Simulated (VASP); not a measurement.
# MnO (Pm-3m) in VASP: further runs

MnO is run at these levels: PBE; tasks: single point.

Everything below comes from runs of VASP 6.6.1. Logs are shortened: lines on timing, memory, paths and dates and some standing lists are left out, and cuts for length are marked.

## Step 1: The cell of the first run

The structure is cubic, space group Pm-3m (No. 221). Conventional cell: a = 2.690 Å, b = 2.690 Å, c = 2.690 Å, α = 90.00°, β = 90.00°, γ = 90.00°. Mn (site symmetry m-3m) has 8 O at 2.33 Å and 6 Mn at 2.69 Å within 3.1 Å. O (site symmetry m-3m) has 8 Mn at 2.33 Å and 6 O at 2.69 Å within 3.1 Å.

## Step 2: Single point, PBE, collinear spin, ferromagnetic start

The input, INCAR:

```
ALGO     = Normal         # electronic algorithm
EDIFF    = 1E-7           # SCF threshold, eV
ENCUT    = 520            # plane-wave cutoff, eV
GGA      = PE             # functional
ISIF     = 2              # what is computed and relaxed
ISMEAR   = -1             # smearing method
ISPIN    = 2              # spin polarisation
LASPH    = T              # aspherical terms in the spheres
LCHARG   = F              # write CHGCAR
LMAXMIX  = 4              # l up to which the mixer works
LORBIT   = 11             # projections on sites
LREAL    = F              # projectors in reciprocal space
LWAVE    = F              # write WAVECAR
MAGMOM   = 4 0            # initial moments
NBANDS   = 20             # bands
NELM     = 150            # most SCF steps
PREC     = Accurate       # precision mode
SIGMA    = 0.05           # smearing width, eV
```

The input, KPOINTS:

```
k-points
0
Gamma
  10 10 10
```

The input, POSCAR:

```
MnO
1.0
    2.6900871139      0.0000000000      0.0000000000
    0.0000000000      2.6900871139      0.0000000000
    0.0000000000      0.0000000000      2.6900871139
Mn O
1 1
Direct
    0.0000000000      0.0000000000      0.0000000000
    0.5000000000      0.5000000000      0.5000000000
```

Potentials or basis: VASP PAW PBE potentials, release 64 (Mn_pv, O).

On the command line:

```
cat potpaw_PBE.64/Mn_pv/POTCAR potpaw_PBE.64/O/POTCAR > POTCAR
mpirun -np 1 vasp_std > vasp.out
```

OUTCAR:

```text
EDIFF = 1E-7
   ENCUT = 520
   GGA = PE
   ISIF = 2
   ISMEAR = -1
   ISPIN = 2
   LASPH = T
   LORBIT = 11
   LREAL = F
   NELM = 150
   PREC = Accurate

 ion  position               nearest neighbor table
   1  0.000  0.000  0.000-   2 2.33   2 2.33   2 2.33   2 2.33   2 2.33   2 2.33   2 2.33   2 2.33

   2  0.500  0.500  0.500-   1 2.33   1 2.33   1 2.33   1 2.33   1 2.33   1 2.33   1 2.33   1 2.33

  LATTYP: Found a simple cubic cell.
 ALAT       =     2.6900871139

  Lattice vectors:

 A1 = (   2.6900871139,   0.0000000000,   0.0000000000)
 A2 = (   0.0000000000,   2.6900871139,   0.0000000000)
 A3 = (   0.0000000000,   0.0000000000,   2.6900871139)

Analysis of symmetry for initial positions (statically):
=====================================================================
 Subroutine PRICEL returns:
 Original cell was already a primitive cell.

 Routine SETGRP: Setting up the symmetry group for a
 simple cubic supercell.

 Subroutine GETGRP returns: Found 48 space group operations
 (whereof 48 operations were pure point group operations)
 out of a pool of 48 trial point group operations.

The static configuration has the point symmetry O_h .

Analysis of symmetry for dynamics (positions and initial velocities):
=====================================================================
 Subroutine PRICEL returns:
 Original cell was already a primitive cell.

 Routine SETGRP: Setting up the symmetry group for a
 simple cubic supercell.

 Subroutine GETGRP returns: Found 48 space group operations
 (whereof 48 operations were pure point group operations)
 out of a pool of 48 trial point group operations.

The dynamic configuration has the point symmetry O_h .

Analysis of structural, dynamic, and magnetic symmetry:
=====================================================================
 Subroutine PRICEL returns:
 Original cell was already a primitive cell.

 Routine SETGRP: Setting up the symmetry group for a
 simple cubic supercell.

 Subroutine GETGRP returns: Found 48 space group operations
 (whereof 48 operations were pure point group operations)
 out of a pool of 48 trial point group operations.

The overall configuration has the point symmetry O_h .

 Subroutine INISYM returns: Found 48 space group operations
 (whereof 48 operations are pure point group operations),
 and found     1 'primitive' translations

----------------------------------------------------------------------------------------

                                     Primitive cell

  volume of cell :      19.4670

  direct lattice vectors                    reciprocal lattice vectors
     2.690087114  0.000000000  0.000000000     0.371735173  0.000000000  0.000000000
     0.000000000  2.690087114  0.000000000     0.000000000  0.371735173  0.000000000
     0.000000000  0.000000000  2.690087114     0.000000000  0.000000000  0.371735173

  length of vectors
     2.690087114  2.690087114  2.690087114     0.371735173  0.371735173  0.371735173

  position of ions in fractional coordinates (direct lattice)
     0.000000000  0.000000000  0.000000000
     0.500000000  0.500000000  0.500000000

  ion indices of the primitive-cell ions
   primitive index   ion index
                 1           1
                 2           2

----------------------------------------------------------------------------------------

 KPOINTS: k-points

Automatic generation of k-mesh.
 Grid dimensions read from file:
 generate k-points for:   10   10   10

 Generating k-lattice:

  Cartesian coordinates                     Fractional coordinates (reciprocal lattice)
     0.037173517  0.000000000  0.000000000     0.100000000  0.000000000  0.000000000
     0.000000000  0.037173517  0.000000000     0.000000000  0.100000000  0.000000000
     0.000000000  0.000000000  0.037173517     0.000000000  0.000000000  0.100000000

  Length of vectors
     0.037173517  0.037173517  0.037173517

  Shift w.r.t. Gamma in fractional coordinates (k-lattice)
     0.000000000  0.000000000  0.000000000

 Subroutine IBZKPT returns following result:
 ===========================================

 Found     56 irreducible k-points:

 Following reciprocal coordinates:
            Coordinates               Weight
  0.000000  0.000000  0.000000      1.000000
  0.100000  0.000000  0.000000      6.000000
  0.200000  0.000000  0.000000      6.000000
  0.300000  0.000000  0.000000      6.000000
  0.400000  0.000000  0.000000      6.000000
  0.500000  0.000000  0.000000      3.000000
[... 16 lines left out ...]
  0.200000  0.100000  0.100000     24.000000
  0.300000  0.100000  0.100000     24.000000
 [... further k-points ...]
   k-points           NKPTS =     56   k-points in BZ     NKDIM =     56   number of bands    NBANDS=     20
   number of dos      NEDOS =    301   number of ions     NIONS =      2
   total plane-waves  NPLWV =   8000
   dimension x,y,z NGX =    20 NGY =   20 NGZ =   20
   dimension x,y,z NGXF=    40 NGYF=   40 NGZF=   40
   ions per type =               1   1
   NGX,Y,Z   is equivalent  to a cutoff of  12.36, 12.36, 12.36 a.u.
   NGXF,Y,Z  is equivalent  to a cutoff of  24.72, 24.72, 24.72 a.u.
 SYSTEM =  unknown system
   PREC   = accura    normal or accurate (medium, high low for compatibility)
   ISTART =      0    job   : 0-new  1-cont  2-samecut
   ICHARG =      2    charge: 1-file 2-atom 10-const
   ISPIN  =      2    spin polarized calculation?
   LNONCOLLINEAR =      F non collinear calculations
   LSORBIT =      F    spin-orbit coupling
   LASPH  =      T    aspherical Exc in radial PAW
   ENCUT  =  520.0 eV  38.22 Ry    6.18 a.u.   5.00  5.00  5.00*2*pi/ulx,y,z
   NELM   =    150;   NELMIN=  2; NELMDL= -5     # of ELM steps
   EDIFF  = 0.1E-06   stopping-criterion for ELM
   LREAL  =      F    real-space projection
   EDIFFG = 0.1E-05   stopping-criterion for IOM
   NSW    =      0    number of steps for IOM
   IBRION =     -1    ionic relax: 0-MD 1-quasi-New 2-CG
   NFREE  =      0    steps in history (QN), initial steepest desc. (CG)
   ISIF   =      2    stress and relaxation
   ISYM   =      2    0-nonsym 1-usesym 2-fastsym
   POTIM  = 0.5000    time-step for ionic-motion
   TEBEG  =    0.0;   TEEND  =   0.0 temperature during run
   PSTRESS=    0.0 pullay stress
   NELECT =      19.0000    total number of electrons
   NUPDOWN=      -1.0000    fix difference up-down
   EMIN   =  10.00;   EMAX   =-10.00  energy-range for DOS
   EFERMI =   0.00;   METHOD = LEGACY
   ISMEAR =    -1;   SIGMA  =   0.05  broadening in eV -4-tet -1-fermi 0-gaus
   EFERMI_NEDOS =   21; number of points for ismear=-14 and -15
   IALGO  =     38    algorithm
   IMIX   =      4    mixing-type and parameters
     AMIX     =   0.40;   BMIX     =  1.00
     AMIX_MAG =   1.60;   BMIX_MAG =  1.00
  volume/ion in A,a.u.               =       9.73        65.68
  Fermi-wavevector in a.u.,A,eV,Ry     =   1.623902  3.068729 35.879327  2.637056
  Thomas-Fermi vector in A             =   2.717276
   LORBIT       =     11    0 simple, 1 ext, 2 COOP (PROOUT), +10 PAW based schemes
   GGA     = PE    functional components
   LHFCALC =     F    Hartree Fock is set to
   AEXX    =    0.0000 exact exchange contribution
   IVDW    =     0    specifies the selected vdW correction
   LEPSILON=     F    determine dielectric tensor
   LRPA    =     F    only Hartree local field effects (RPA)
 spin polarized calculation
  energy-cutoff  :      520.00
  volume of cell :       19.47
 maximum number of plane-waves:       552
   NGX = 11   NGY = 11   NGZ = 11

 number of electron      19.0000029 magnetization       4.3750164

 Free energy of the ion-electron system (eV)
  ---------------------------------------------------
  ext. energy  EPLUGINS =         0.00000000
  ---------------------------------------------------
  free energy    TOTEN  =       -15.28739921 eV

  energy without entropy =      -15.27024680  energy(sigma->0) =      -15.27882301

 E-fermi :   8.2603     XC(G=0): -12.6899

 val. band max:        8.2586736527   @ k =   0.5000   0.4000   0.1000
 cond. band min:       8.2740428502   @ k =   0.5000   0.3000   0.0000
 fundamental gap:      0.0153691975
 Fermi energy:         8.2603245843

 spin component 1

 k-point     1 :       0.0000    0.0000    0.0000
  band No.  band energies     occupation
      1     -41.6531      1.00000
      2     -41.6531      1.00000
      3     -41.6531      1.00000
      4     -11.8214      1.00000
      5       4.1289      1.00000
      6       4.1289      1.00000
[... 12 lines left out ...]
     19      36.7115      0.00000
     20      36.7115      0.00000

 k-point     2 :       0.1000    0.0000    0.0000
  band No.  band energies     occupation
      1     -41.6705      1.00000
      2     -41.6516      1.00000
      3     -41.6516      1.00000
      4     -11.7277      1.00000
      5       3.6808      1.00000
      6       4.1660      1.00000
[... 12 lines left out ...]
     19      35.0322      0.00000
     20      35.9358      0.00000
[... 465 lines left out ...]
      3     -41.6627      1.00000
      4     -11.3126      1.00000
      5       2.5501      1.00000
      6       3.7868      1.00000
[... 12 lines left out ...]
     19      32.9658      0.00000
     20      33.5421      0.00000

 k-point    24 :       0.3000    0.1000    0.1000
  band No.  band energies     occupation
      1     -41.7680      1.00000
      2     -41.6590      1.00000
      3     -41.6578      1.00000
      4     -10.9936      1.00000
      5       1.3167      1.00000
      6       3.7502      1.00000
[... 12 lines left out ...]
     19      32.3210      0.00000
     20      33.4153      0.00000

 [... further k-points ...]

 spin component 2

 k-point     1 :       0.0000    0.0000    0.0000
  band No.  band energies     occupation
      1     -37.3403      1.00000
      2     -37.3403      1.00000
      3     -37.3403      1.00000
      4     -11.4850      1.00000
      5       5.6610      1.00000
      6       5.6610      1.00000
[... 12 lines left out ...]
     19      37.7099      0.00000
     20      37.7099      0.00000

 k-point     2 :       0.1000    0.0000    0.0000
  band No.  band energies     occupation
      1     -37.3606      1.00000
      2     -37.3385      1.00000
      3     -37.3385      1.00000
      4     -11.3938      1.00000
      5       4.7955      1.00000
      6       5.6201      1.00000
[... 12 lines left out ...]
     19      36.2263      0.00000
     20      36.9263      0.00000
[... 465 lines left out ...]
      3     -37.3510      1.00000
      4     -10.9897      1.00000
      5       3.4090      1.00000
      6       4.9273      1.00000
[... 12 lines left out ...]
     19      34.4837      0.00000
     20      34.8111      0.00000

 k-point    24 :       0.3000    0.1000    0.1000
  band No.  band energies     occupation
      1     -37.4734      1.00000
      2     -37.3469      1.00000
      3     -37.3451      1.00000
      4     -10.6807      1.00000
      5       2.1253      1.00000
      6       4.9275      1.00000
[... 12 lines left out ...]
     19      33.9607      0.00000
     20      34.6602      0.00000

 [... further k-points ...]
[... 5 lines left out ...]
  --------------------------------------------------------------------------------------
  -------------------------------------------------------------------------------------
  Total        0.6354768      0.6354768      0.6354768     -0.0000000     -0.0000000      0.0000000
  in kB       52.3011476     52.3011476     52.3011476     -0.0000000     -0.0000000      0.0000000
  external PRESSURE =      52.3011476 kB  Pullay stress =       0.0000000 kB

 VOLUME and BASIS-vectors are now :
 -----------------------------------------------------------------------------
  energy-cutoff  :      520.00
  volume of cell :       19.47
      direct lattice vectors                 reciprocal lattice vectors
     2.690087114  0.000000000  0.000000000     0.371735173  0.000000000  0.000000000
     0.000000000  2.690087114  0.000000000     0.000000000  0.371735173  0.000000000
     0.000000000  0.000000000  2.690087114     0.000000000  0.000000000  0.371735173

 POSITION                                       TOTAL-FORCE (eV/Angst)
 -----------------------------------------------------------------------------------
      0.00000      0.00000      0.00000         0.000000      0.000000      0.000000
      1.34504      1.34504      1.34504         0.000000      0.000000      0.000000
 -----------------------------------------------------------------------------------
    total drift:                                0.000000      0.000000      0.000000

  FREE ENERGIE OF THE ION-ELECTRON SYSTEM (eV)
  ---------------------------------------------------
  free  energy   TOTEN  =       -15.2873992104 eV

  energy  without entropy=      -15.2702468011  energy(sigma->0) =      -15.27882301

 total charge

# of ion       s       p       d       tot
------------------------------------------
    1        0.211   6.185   5.028  11.424
    2        1.573   3.375   0.000   4.948
--------------------------------------------------
tot          1.784   9.560   5.028  16.372

 magnetization (x)

# of ion       s       p       d       tot
------------------------------------------
    1        0.030   0.039   3.964   4.033
    2        0.026   0.118   0.000   0.144
--------------------------------------------------
tot          0.056   0.157   3.964   4.177
```

Wall time 24 s (1 thread of Intel Xeon Platinum 8559C (Emerald Rapids), shared host); peak memory 0.15 GiB.

What came out:

| Item | Value |
| --- | --- |
| Free energy | -15.2874 eV |
| Pressure | 5.2 GPa |
| Net moment | 4.38 μB per cell |
| Site moments | Mn +4.03; O +0.14 μB |
| Valence electrons inside the program's atomic spheres | Mn 11.42; O 4.95 |

Caveat: a cell with one magnetic atom can't hold antiferromagnetic order, which such compounds often take; semilocal functionals often make such compounds metallic where correlation or magnetic order opens a gap, which also shifts bond lengths. With open d or f shells a metallic result of PBE can be an artefact of self-interaction; +U or a hybrid may open a gap.

## Step 3: Single point, PBE, collinear spin, ferromagnetic start

This run uses another cell than the first one, of 9.92 Å³/atom, 1.020 times its volume.

The input, INCAR:

```
PREC = Accurate ; ENCUT = 520
EDIFF = 1E-7 ; ISMEAR = -1
SIGMA = 0.05 ; LREAL = False
LASPH = True ; NELM = 150
ALGO = Normal ; ISIF = 2
LWAVE = False ; LCHARG = False
ISPIN = 2 ; MAGMOM = 4 0
LORBIT = 11 ; LMAXMIX = 4
GGA = PE ; NBANDS = 20
```

The input, KPOINTS:

```
Automatic mesh
0
Gamma
  10 10 10
```

The input, POSCAR:

```
MnO
1.0
    2.7075557015      0.0000000000      0.0000000000
    0.0000000000      2.7075557015      0.0000000000
    0.0000000000      0.0000000000      2.7075557015
Mn O
1 1
Direct
    0.0000000000      0.0000000000      0.0000000000
    0.5000000000      0.5000000000      0.5000000000
```

Potentials or basis: VASP PAW PBE potentials, release 64 (Mn_pv, O).

On the command line:

```
cat potpaw_PBE.64/Mn_pv/POTCAR potpaw_PBE.64/O/POTCAR > POTCAR
mpirun -np 1 vasp_std > vasp.out
```

It took 31 s on 1 thread of Intel Xeon Platinum 8559C (Emerald Rapids), shared host; peak memory 0.15 GiB.

The run converged. Its results:

```yaml
Free_energy: -15.3007 eV
Pressure: 5.7 GPa
Net_moment: 4.61 μB per cell
Site_moments: Mn +4.20; O +0.19 μB
Valence_electrons_inside_the_program's_atomic_spheres: Mn 11.39; O 4.95
```

Levels at points of the mesh, in eV from the Fermi level:
Spin up:
```tsv
k point	band 9	band 10	band 11	band 12	band 13	band 14	band 15	band 16
(0.00, 0.00, 0.00)	-2.83	-1.63	-1.63	-1.63	-0.05	14.64	14.64	18.61
(0.50, 0.00, 0.00)	-1.54	-1.12	0.07	0.07	5.13	7.44	14.65	16.48
(0.50, 0.50, 0.00)	-2.34	-2.34	-2.01	-0.98	5.78	10.01	10.01	15.54
(0.50, 0.50, 0.50)	-0.94	0.30	0.30	0.30	6.11	6.11	6.11	14.56
```
Spin down:
```csv
k point,band 3,band 4,band 5,band 6,band 7,band 8,band 9,band 10,band 11,band 12
"(0.00, 0.00, 0.00)",-45.57,-19.50,-2.43,-2.43,-2.43,-0.69,-0.69,1.57,2.64,2.64
"(0.50, 0.00, 0.00)",-45.56,-18.43,-7.47,-2.86,-2.86,-0.09,2.62,2.78,3.20,3.20
"(0.50, 0.50, 0.00)",-45.54,-17.92,-5.52,-5.52,-1.67,-0.29,1.13,1.71,1.71,3.31
"(0.50, 0.50, 0.50)",-45.72,-17.13,-5.90,-5.90,-5.90,3.37,3.37,3.54,3.54,3.54
```

Caveat: a cell with one magnetic atom can't hold antiferromagnetic order, which such compounds often take; semilocal functionals often make such compounds metallic where correlation or magnetic order opens a gap, which also shifts bond lengths. With open d or f shells a metallic result of PBE can be an artefact of self-interaction; +U or a hybrid may open a gap.
